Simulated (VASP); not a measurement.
# CoO (P6_3mc) in VASP: a series of runs, part 2 of 2

VASP 6.6.1. The steps go on from the part before.

### Step 3. Relaxation of shape and atoms at fixed volume, PBE+U, collinear spin, antiferromagnetic start (13.61 Å³/atom)

This run uses another cell than the first one, of 13.61 Å³/atom.

INCAR

```
SYSTEM = CoO
PREC = Accurate ; ENCUT = 600
EDIFF = 1E-7 ; ISMEAR = 0
SIGMA = 0.02 ; LREAL = .False.
LASPH = .True. ; NELM = 150
ALGO = Normal ; ISIF = 4
LWAVE = .False. ; LCHARG = .False.
ISPIN = 2 ; MAGMOM = -2.67 2.67 0 0
LORBIT = 11 ; LMAXMIX = 4
LDAU = .True. ; LDAUTYPE = 2
LDAUL = 2 -1 ; LDAUU = 3.32 0
LDAUJ = 0 0 ; LDAUPRINT = 1
GGA = PE ; IBRION = 2
NSW = 50 ; EDIFFG = -0.01
```

KPOINTS

```
regular mesh
0
Gamma
  12 12 6
  0 0 0
```

POSCAR

```
CoO
1.0
    3.3936105682      0.0000000000      0.0000000000
   -1.6968052841      2.9389529626      0.0000000000
    0.0000000000      0.0000000000      5.4592377539
Co O
2 2
Direct
    0.0000000000      0.0000000000      0.0003591066
    0.3333333333      0.6666666667      0.5003590970
    0.0000000000      0.0000000000      0.3746413977
    0.3333333333      0.6666666667      0.8746413987
```

Potentials or basis: VASP PAW PBE potentials, release 64 (Co, O).

Launch:

```console
$ cat potpaw_PBE.64/Co/POTCAR potpaw_PBE.64/O/POTCAR > POTCAR
$ mpirun -np 1 vasp_std > vasp.out
```

OUTCAR:

```text
SYSTEM = CoO
   PREC = Accurate
   ENCUT = 600
   EDIFF = 1E-7
   ISMEAR = 0
   LREAL = .False.
   LASPH = .True.
   NELM = 150
   ISIF = 4
   ISPIN = 2
   LORBIT = 11
   GGA = PE
   IBRION = 2
   NSW = 50
   EDIFFG = -0.01

 ion  position               nearest neighbor table
   1  0.000  0.000  0.000-   3 2.04   4 2.08   4 2.08   4 2.08
   2  0.333  0.667  0.500-   4 2.04   3 2.08   3 2.08   3 2.08
   3  0.000  0.000  0.375-   1 2.04   2 2.08   2 2.08   2 2.08
   4  0.333  0.667  0.875-   2 2.04   1 2.08   1 2.08   1 2.08

  LATTYP: Found a hexagonal cell.
 ALAT       =     3.3936105682
 C/A-ratio  =     1.6086812686

  Lattice vectors:

 A1 = (   3.3936105682,   0.0000000000,   0.0000000000)
 A2 = (  -1.6968052841,   2.9389529626,   0.0000000000)
 A3 = (   0.0000000000,   0.0000000000,   5.4592377539)

Analysis of symmetry for initial positions (statically):
=====================================================================
 Subroutine PRICEL returns:
 Original cell was already a primitive cell.

 Routine SETGRP: Setting up the symmetry group for a
 hexagonal supercell.

 Subroutine GETGRP returns: Found 12 space group operations
 (whereof  6 operations were pure point group operations)
 out of a pool of 24 trial point group operations.

The static configuration has the point symmetry C_3v.
 The point group associated with its full space group is C_6v.

Analysis of symmetry for dynamics (positions and initial velocities):
=====================================================================
 Subroutine PRICEL returns:
 Original cell was already a primitive cell.

 Routine SETGRP: Setting up the symmetry group for a
 hexagonal supercell.

 Subroutine GETGRP returns: Found 12 space group operations
 (whereof  6 operations were pure point group operations)
 out of a pool of 24 trial point group operations.

[... 370 lines left out ...]

spin component  2

  0.3949  0.0000 -0.0000  0.4082  0.0000
  0.0000  0.6629 -0.0000 -0.0000  0.4082
 -0.0000 -0.0000  0.1150 -0.0000 -0.0000
  0.4082 -0.0000 -0.0000  0.6629  0.0000
  0.0000  0.4082 -0.0000  0.0000  0.3949

 occupancies and eigenvectors

  o =  0.0993  v =  0.0000  0.0000  0.0000  0.0000  0.0000  0.0002 -0.5866  0.0000 -0.0001  0.8099      0.0000  0.0000  0.0000  0.0000  0.0000  0.0000  0.0000  0.0000  0.0000  0.0000
  o =  0.0993  v =  0.0000  0.0000  0.0000  0.0000  0.0000 -0.8099 -0.0001  0.0000  0.5866  0.0002      0.0000  0.0000  0.0000  0.0000  0.0000  0.0000  0.0000  0.0000  0.0000  0.0000
  o =  0.1150  v =  0.0000  0.0000  0.0000  0.0000  0.0000  0.0000 -0.0000 -1.0000 -0.0000  0.0000      0.0000  0.0000  0.0000  0.0000  0.0000  0.0000  0.0000  0.0000  0.0000  0.0000
  o =  0.9585  v =  0.0000  0.0000  0.0000  0.0000  0.0000  0.0000  0.8099 -0.0000  0.0000  0.5866      0.0000  0.0000  0.0000  0.0000  0.0000  0.0000  0.0000  0.0000  0.0000  0.0000
  o =  0.9585  v =  0.0000  0.0000  0.0000  0.0000  0.0000 -0.5866  0.0000 -0.0000 -0.8099  0.0000      0.0000  0.0000  0.0000  0.0000  0.0000  0.0000  0.0000  0.0000  0.0000  0.0000
  o =  0.9651  v =  0.0000  0.8548  0.0000  0.0000  0.5189  0.0000  0.0000  0.0000  0.0000  0.0000      0.0000  0.0000  0.0000  0.0000  0.0000  0.0000  0.0000  0.0000  0.0000  0.0000
  o =  0.9651  v = -0.5189  0.0000  0.0000 -0.8548  0.0000  0.0000  0.0000  0.0000  0.0000  0.0000      0.0000  0.0000  0.0000  0.0000  0.0000  0.0000  0.0000  0.0000  0.0000  0.0000
  o =  0.9806  v =  0.0000  0.0000 -1.0000 -0.0000 -0.0000  0.0000  0.0000  0.0000  0.0000  0.0000      0.0000  0.0000  0.0000  0.0000  0.0000  0.0000  0.0000  0.0000  0.0000  0.0000
  o =  0.9808  v =  0.0000 -0.5189 -0.0000  0.0000  0.8548  0.0000  0.0000  0.0000  0.0000  0.0000      0.0000  0.0000  0.0000  0.0000  0.0000  0.0000  0.0000  0.0000  0.0000  0.0000
  o =  0.9808  v = -0.8548  0.0000 -0.0000  0.5189 -0.0000  0.0000  0.0000  0.0000  0.0000  0.0000      0.0000  0.0000  0.0000  0.0000  0.0000  0.0000  0.0000  0.0000  0.0000  0.0000

--------------------------------------- Ionic step        5  -------------------------------------------

 number of electron      29.9999996 magnetization       0.0000002

 Free energy of the ion-electron system (eV)
  ---------------------------------------------------
  ext. energy  EPLUGINS =         0.00000000
  ---------------------------------------------------
  free energy    TOTEN  =       -24.23226260 eV

  energy without entropy =      -24.23226260  energy(sigma->0) =      -24.23226260

 E-fermi :   3.4270     XC(G=0): -10.1859

 val. band max:        3.3482786316   @ k =   0.0000   0.0000   0.5000
 cond. band min:       4.5248297129   @ k =   0.0000   0.0000   0.0000
 fundamental gap:      1.1765510813
 Fermi energy:         3.4269693710

 spin component 1

 k-point     1 :       0.0000    0.0000    0.0000
  band No.  band energies     occupation
      1     -14.0466      1.00000
      2     -13.5457      1.00000
      3      -1.7554      1.00000
      4      -1.7554      1.00000
      5      -1.4876      1.00000
      6      -0.9996      1.00000
[... 1082 lines left out ...]
  FREE ENERGIE OF THE ION-ELECTRON SYSTEM (eV)
  ---------------------------------------------------
  free  energy   TOTEN  =       -24.2322626048 eV

  energy  without entropy=      -24.2322626048  energy(sigma->0) =      -24.23226260

 reached required accuracy - stopping structural energy minimisation

 total charge

# of ion       s       p       d       tot
------------------------------------------
    1        0.312   0.334   7.082   7.727
    2        0.312   0.334   7.082   7.727
    3        1.543   3.413   0.000   4.956
    4        1.543   3.413   0.000   4.956
--------------------------------------------------
tot          3.710   7.493  14.164  25.367

 magnetization (x)

# of ion       s       p       d       tot
------------------------------------------
    1       -0.017  -0.033  -2.640  -2.690
    2        0.017   0.033   2.640   2.690
    3        0.006   0.071   0.000   0.077
    4       -0.006  -0.071   0.000  -0.077
--------------------------------------------------
tot          0.000   0.000   0.000   0.000
```

CONTCAR:

```text
CoO
   1.00000000000000
     3.3985962849908828   -0.0000000000000000   -0.0000000000000000
    -1.6992981424954414    2.9432707200018324    0.0000000000000000
     0.0000000000000000    0.0000000000000000    5.4432321759459983
  Co              O
     2     2
Direct
     0.0000000000000000    0.0000000000000000    0.9998003786094363
     0.3333333332999970    0.6666666667000030    0.4998003690094355
     0.0000000000000000    0.0000000000000000    0.3752001256905682
     0.3333333332999970    0.6666666667000030    0.8752001266905647

  0.00000000E+00  0.00000000E+00  0.00000000E+00
  0.00000000E+00  0.00000000E+00  0.00000000E+00
  0.00000000E+00  0.00000000E+00  0.00000000E+00
  0.00000000E+00  0.00000000E+00  0.00000000E+00
```

Wall time 20 min (1 thread of Oxide Virtual Turin-like, shared host); peak memory 0.29 GiB.

Results:

- Free energy: -24.2323 eV
- Energy gained by relaxing: 0.1 meV/atom
- Ionic steps: 5
- Pressure after relaxing: -11.2 GPa
- Band gap on the k mesh: 1.18 eV (least direct gap 1.26 eV)
- Net moment: 0.00 μB per cell
- Site moments: Co -2.69, +2.69; O +0.08, -0.08 μB
- Valence electrons inside the program's atomic spheres: Co 7.73; O 4.96

The path:
| step | energy change (eV) | largest force (eV/Å) | pressure (GPa) | volume (Å³) |
| --- | --- | --- | --- | --- |
| 1 | 0.0000 | 0.0152 | -11.25 | 54.45 |
| 2 | -0.0001 | 0.0135 | -11.25 | 54.45 |
| 3 | -0.0003 | 0.0105 | -11.23 | 54.45 |
| 4 | -0.0003 | 0.0101 | -11.24 | 54.45 |
| 5 | -0.0003 | 0.0013 | -11.24 | 54.45 |

Final structure:
```
Co O
1.0
     3.39860    0.00000    0.00000
    -1.69930    2.94327    0.00000
     0.00000    0.00000    5.44323
Co O
2 2
Direct
  0.00000 0.00000 0.99980
  0.33333 0.66667 0.49980
  0.00000 0.00000 0.37520
  0.33333 0.66667 0.87520
```

Eigenvalues of the final occupation matrices:
| site | spin | trace | eigenvalues |
| --- | --- | --- | --- |
| site 1 d | 1 | 2.23 | 0.10 0.10 0.12 0.96 0.96 |
| site 1 d | 2 | 4.87 | 0.97 0.97 0.98 0.98 0.98 |
| site 2 d | 1 | 4.87 | 0.97 0.97 0.98 0.98 0.98 |
| site 2 d | 2 | 2.23 | 0.10 0.10 0.12 0.96 0.96 |

### Step 4. Relaxation of shape and atoms at fixed volume, PBE+U, collinear spin, antiferromagnetic start (10.89 Å³/atom)

This run uses another cell than the first one, of 10.89 Å³/atom.

INCAR

```
SYSTEM = CoO
  ALGO = Normal
  EDIFF = 1E-6
  EDIFFG = -0.01
  ENCUT = 600
  GGA = PE
  IBRION = 2
  ISIF = 4
  ISMEAR = 0
  ISPIN = 2
  LASPH = .True.
  LCHARG = .False.
  LDAU = .True.
  LDAUJ = 0 0
  LDAUL = 2 -1
  LDAUPRINT = 1
  LDAUTYPE = 2
  LDAUU = 3.32 0
  LMAXMIX = 4
  LORBIT = 11
  LREAL = .False.
  LWAVE = .False.
  MAGMOM = -2.67 2.67 0 0
  NELM = 150
  NSW = 50
  PREC = Accurate
  SIGMA = 0.02
```

KPOINTS

```
k-points
0
Gamma
  12 12 6
  0 0 0
```

POSCAR

```
CoO
1.0
    3.1375903919      0.0000000000      0.0000000000
   -1.5687951959      2.7172329860      0.0000000000
    0.0000000000      0.0000000000      5.1092071354
Co O
2 2
Direct
    0.0000000000      0.0000000000      0.0020474259
    0.3333333333      0.6666666667      0.5020453839
    0.0000000000      0.0000000000      0.3729542678
    0.3333333333      0.6666666667      0.8729539223
```

Potentials or basis: VASP PAW PBE potentials, release 64 (Co, O).

Launch:

```console
$ cat potpaw_PBE.64/Co/POTCAR potpaw_PBE.64/O/POTCAR > POTCAR
$ mpirun -np 1 vasp_std > vasp.out
```

OUTCAR:

```text
SYSTEM = CoO
   EDIFF = 1E-6
   EDIFFG = -0.01
   ENCUT = 600
   GGA = PE
   IBRION = 2
   ISIF = 4
   ISMEAR = 0
   ISPIN = 2
   LASPH = .True.
   LORBIT = 11
   LREAL = .False.
   NELM = 150
   NSW = 50
   PREC = Accurate

 ion  position               nearest neighbor table
   1  0.000  0.000  0.002-   3 1.90   4 1.93   4 1.93   4 1.93
   2  0.333  0.667  0.502-   4 1.90   3 1.93   3 1.93   3 1.93
   3  0.000  0.000  0.373-   1 1.90   2 1.93   2 1.93   2 1.93
   4  0.333  0.667  0.873-   2 1.90   1 1.93   1 1.93   1 1.93

  LATTYP: Found a hexagonal cell.
[... 1364 lines left out ...]
     3.137590392  0.000000000  0.000000000     0.318715917  0.184010721  0.000000000
    -1.568795196  2.717232986  0.000000000     0.000000000  0.368021441  0.000000000
     0.000000000  0.000000000  5.109207135     0.000000000  0.000000000  0.195725085

 POSITION                                       TOTAL-FORCE (eV/Angst)
 -----------------------------------------------------------------------------------
      0.00000      0.00000      0.01046        -0.000000      0.000000      0.008021
     -0.00000      1.81149      2.56505         0.000000     -0.000000      0.008021
      0.00000      0.00000      1.90550        -0.000000     -0.000000     -0.008021
     -0.00000      1.81149      4.46010         0.000000      0.000000     -0.008021
 -----------------------------------------------------------------------------------
    total drift:                                0.000000     -0.000000     -0.000082

  FREE ENERGIE OF THE ION-ELECTRON SYSTEM (eV)
  ---------------------------------------------------
  free  energy   TOTEN  =       -24.1569053987 eV

  energy  without entropy=      -24.1569053987  energy(sigma->0) =      -24.15690540

 reached required accuracy - stopping structural energy minimisation

 total charge

# of ion       s       p       d       tot
------------------------------------------
    1        0.379   0.500   7.244   8.124
    2        0.379   0.500   7.244   8.124
    3        1.545   3.519   0.000   5.064
    4        1.545   3.519   0.000   5.064
--------------------------------------------------
tot          3.849   8.039  14.489  26.376

 magnetization (x)

# of ion       s       p       d       tot
------------------------------------------
    1       -0.013  -0.050  -2.533  -2.596
    2        0.013   0.050   2.533   2.596
    3        0.008   0.089   0.000   0.097
    4       -0.008  -0.089   0.000  -0.097
--------------------------------------------------
tot          0.000   0.000   0.000   0.000
```

OSZICAR:

```text
N       E                     dE             d eps       ncg     rms          rms(c)
DAV:   1     0.282610897279E+03    0.28261E+03   -0.15719E+04  5776   0.207E+03
DAV:   2     0.148145061236E+02   -0.26780E+03   -0.25230E+03  5932   0.411E+02
DAV:   3    -0.251559379056E+02   -0.39970E+02   -0.38540E+02  6701   0.183E+02
DAV:   4    -0.268969335711E+02   -0.17410E+01   -0.17084E+01  6990   0.390E+01
DAV:   5    -0.269522984892E+02   -0.55365E-01   -0.55060E-01  7191   0.661E+00    0.259E+01
DAV:   6    -0.242946827530E+02    0.26576E+01   -0.69506E+01  8207   0.136E+02    0.280E+01
DAV:   7    -0.229803947282E+02    0.13143E+01   -0.12977E+01  6898   0.957E+01    0.136E+01
DAV:   8    -0.239463852804E+02   -0.96599E+00   -0.39008E+00  8752   0.207E+01    0.907E+00
DAV:   9    -0.240025693663E+02   -0.56184E-01   -0.89711E-01  9026   0.139E+01    0.155E+00
DAV:  10    -0.241423448205E+02   -0.13978E+00   -0.30621E-01  9071   0.133E+01    0.791E-01
DAV:  11    -0.241543495503E+02   -0.12005E-01   -0.61721E-02  8619   0.465E+00    0.385E-01
DAV:  12    -0.241560096943E+02   -0.16601E-02   -0.51454E-03  8451   0.153E+00    0.187E-01
DAV:  13    -0.241566946362E+02   -0.68494E-03   -0.67170E-04  8684   0.618E-01    0.864E-02
DAV:  14    -0.241568397737E+02   -0.14514E-03   -0.44913E-04  7635   0.248E-01    0.453E-02
DAV:  15    -0.241568972511E+02   -0.57477E-04   -0.85806E-05  7926   0.143E-01    0.197E-02
DAV:  16    -0.241569035193E+02   -0.62681E-05   -0.60111E-05  8500   0.128E-01    0.131E-02
DAV:  17    -0.241569053631E+02   -0.18439E-05   -0.61111E-06  6447   0.342E-02    0.854E-03
DAV:  18    -0.241569053987E+02   -0.35558E-07   -0.51241E-06  5635   0.307E-02
   1 F= -.24156905E+02 E0= -.24156905E+02  d E =-.241569E+02  mag=     0.0000
```

CONTCAR:

```text
CoO
   1.00000000000000
     3.1375903918999999    0.0000000000000000    0.0000000000000000
    -1.5687951958999999    2.7172329860000000    0.0000000000000000
     0.0000000000000000    0.0000000000000000    5.1092071354000002
  Co              O
     2     2
Direct
     0.0000000000000000    0.0000000000000000    0.0020474259000025
     0.3333333332999970    0.6666666667000030    0.5020453838999970
     0.0000000000000000    0.0000000000000000    0.3729542677999973
     0.3333333332999970    0.6666666667000030    0.8729539222999989

  0.00000000E+00  0.00000000E+00  0.00000000E+00
  0.00000000E+00  0.00000000E+00  0.00000000E+00
  0.00000000E+00  0.00000000E+00  0.00000000E+00
  0.00000000E+00  0.00000000E+00  0.00000000E+00
```

Wall time 4.6 min (1 thread of Oxide Virtual Turin-like, shared host); peak memory 0.25 GiB.

Results:

- Free energy: -24.1569 eV
- Pressure after relaxing: 18.3 GPa
- Largest force after relaxing: 0.008 eV/Å
- Band gap on the k mesh: 1.21 eV (least direct gap 1.31 eV)
- Net moment: 0.00 μB per cell
- Site moments: Co -2.60, +2.60; O +0.10, -0.10 μB
- Valence electrons inside the program's atomic spheres: Co 8.12; O 5.06

Forces in eV/Å, atoms in the order of the input:
```
Co   0.000  0.000  0.008
Co   0.000  0.000  0.008
O    0.000  0.000 -0.008
O    0.000  0.000 -0.008
```

Final structure:
```
CELL_PARAMETERS angstrom
3.13759 0.00000 0.00000
-1.56880 2.71723 0.00000
0.00000 0.00000 5.10921
ATOMIC_POSITIONS crystal
Co 0.00000 0.00000 0.00205
Co 0.33333 0.66667 0.50205
O 0.00000 0.00000 0.37295
O 0.33333 0.66667 0.87295
```

Eigenvalues of the final occupation matrices:
```csv
site,spin,trace,eigenvalues
site 1 d,1,2.37,0.14 0.14 0.17 0.96 0.96
site 1 d,2,4.90,0.97 0.97 0.99 0.99 0.99
site 2 d,1,4.90,0.97 0.97 0.99 0.99 0.99
site 2 d,2,2.37,0.14 0.14 0.17 0.96 0.96
```

Caveat: the relaxation stopped at its first step, so nothing moved.

### Step 5. Relaxation of shape and atoms at fixed volume, PBE+U, collinear spin, antiferromagnetic start (11.63 Å³/atom)

This run uses another cell than the first one, of 11.63 Å³/atom.

INCAR

```
SYSTEM = CoO
PREC     = Accurate       ! precision mode
ENCUT    = 600            ! plane-wave cutoff, eV
EDIFF    = 1E-6           ! SCF threshold, eV
ISMEAR   = 0              ! smearing method
SIGMA    = 0.02           ! smearing width, eV
LREAL    = .FALSE.        ! projectors in reciprocal space
LASPH    = .TRUE.         ! aspherical terms in the spheres
NELM     = 150            ! most SCF steps
ALGO     = Normal         ! electronic algorithm
ISIF     = 4              ! what is computed and relaxed
LWAVE    = .FALSE.        ! write WAVECAR
LCHARG   = .FALSE.        ! write CHGCAR
ISPIN    = 2              ! spin polarisation
MAGMOM   = -2.67 2.67 0 0 ! initial moments
LORBIT   = 11             ! projections on sites
LMAXMIX  = 4              ! l up to which the mixer works
LDAU     = .TRUE.         ! DFT+U
LDAUTYPE = 2            
LDAUL    = 2 -1           ! shell
LDAUU    = 3.32 0         ! U, eV
LDAUJ    = 0 0          
LDAUPRINT= 1            
GGA      = PE             ! functional
IBRION   = 2              ! ionic algorithm
NSW      = 50             ! ionic steps
EDIFFG   = -0.01          ! ionic threshold
```

KPOINTS

```
Automatic mesh
0
G
  12 12 6
  0 0 0
```

POSCAR

```
CoO
1.0
    3.2172446154      0.0000000000      0.0000000000
   -1.6086223077      2.7862155671      0.0000000000
    0.0000000000      0.0000000000      5.1906652154
Co O
2 2
Direct
    0.0000000000      0.0000000000      0.0006902352
    0.3333333333      0.6666666667      0.5006902233
    0.0000000000      0.0000000000      0.3743102711
    0.3333333333      0.6666666667      0.8743102704
```

Launch:

```console
$ cat potpaw_PBE.64/Co/POTCAR potpaw_PBE.64/O/POTCAR > POTCAR
$ mpirun -np 1 vasp_std > vasp.out
```

It took 6.6 min on 1 thread of Oxide Virtual Turin-like, shared host; peak memory 0.26 GiB.

Results (log left out):

| Property | Result |
| --- | --- |
| Free energy | -24.3898 eV |
| Pressure after relaxing | 6.8 GPa |
| Band gap on the k mesh | 1.21 eV (least direct gap 1.31 eV) |
| Net moment | 0.00 μB per cell |
| Site moments | Co -2.63, +2.63; O +0.09, -0.09 μB |
| Valence electrons inside the program's atomic spheres | Co 7.99; O 5.03 |

Forces in eV/Å, atoms in the order of the input:
```
Co   0.000  0.000  0.002
Co   0.000  0.000  0.002
O    0.000  0.000 -0.002
O    0.000  0.000 -0.002
```

Final structure:
```
CELL_PARAMETERS angstrom
3.21724 0.00000 0.00000
-1.60862 2.78622 0.00000
0.00000 0.00000 5.19067
ATOMIC_POSITIONS crystal
Co 0.00000 0.00000 0.00069
Co 0.33333 0.66667 0.50069
O 0.00000 0.00000 0.37431
O 0.33333 0.66667 0.87431
```

Levels at points of the mesh, in eV from the valence-band top:
Spin up:
```
           k point  band 12  band 13  band 14  band 15  band 16  band 17  band 18  band 19
(0.00, 0.00, 0.00)    -1.40    -1.36    -0.09    -0.09     1.21     3.42     4.06     4.06
(0.50, 0.00, 0.00)    -1.99    -1.69    -0.76    -0.28     2.06     2.70     3.36     6.74
(0.00, 0.00, 0.50)    -1.50    -1.50     0.00     0.00     2.88     3.59     3.99     3.99
(0.50, 0.00, 0.50)    -1.51    -1.38    -0.78    -0.69     2.13     3.03     3.31     6.19
```
Spin down:
```csv
k point,band 11,band 12,band 13,band 14,band 15,band 16,band 17,band 18,band 19
"(0.00, 0.00, 0.00)",-1.40,-1.40,-1.36,-0.09,-0.09,1.21,3.42,4.06,4.06
"(0.50, 0.00, 0.00)",-2.66,-1.99,-1.69,-0.76,-0.28,2.06,2.70,3.36,6.74
"(0.00, 0.00, 0.50)",-1.54,-1.50,-1.50,0.00,0.00,2.88,3.59,3.99,3.99
"(0.50, 0.00, 0.50)",-2.35,-1.51,-1.38,-0.78,-0.69,2.13,3.03,3.31,6.19
```

Eigenvalues of the final occupation matrices:
```tsv
site	spin	trace	eigenvalues
site 1 d	1	2.32	0.13 0.13 0.15 0.96 0.96
site 1 d	2	4.89	0.97 0.97 0.99 0.99 0.99
site 2 d	1	4.89	0.97 0.97 0.99 0.99 0.99
site 2 d	2	2.32	0.13 0.13 0.15 0.96 0.96
```

Caveat: the relaxation stopped at its first step, so nothing moved.

### Step 6. Summary

```tsv
cell	gap on the mesh (eV)	pressure (GPa)	moment (μB)	largest force (eV/Å)
relaxed from a = 3.350, b = 3.350, c = 5.399 Å, angles 90.0, 90.0, 120.0°, 4 atoms, atomic positions A	1.19	-8.0	0.00	0.01
relaxed from a = 3.394, b = 3.394, c = 5.459 Å, angles 90.0, 90.0, 120.0°, 4 atoms, atomic positions A	1.18	-11.2	0.00	-
relaxed from a = 3.138, b = 3.138, c = 5.109 Å, angles 90.0, 90.0, 120.0°, 4 atoms, atomic positions B	1.21	18.3	0.00	0.01
relaxed from a = 3.217, b = 3.217, c = 5.191 Å, angles 90.0, 90.0, 120.0°, 4 atoms, atomic positions A	1.21	6.8	0.00	-
```

Alike in all rows: task relaxation of shape and atoms at fixed volume; level PBE+U; potentials or basis VASP PAW PBE potentials, release 64 (Co, O); spin collinear, antiferromagnetic start; Co d U = 3.32 eV; k mesh 12 × 12 × 6; cutoff (eV) 600; smearing gaussian 0.02 eV.

Caveats: the relaxation stopped at its first step, so nothing moved (at least some runs).

Total energies depend on the potentials used, so only differences within one code and one set of settings carry meaning.
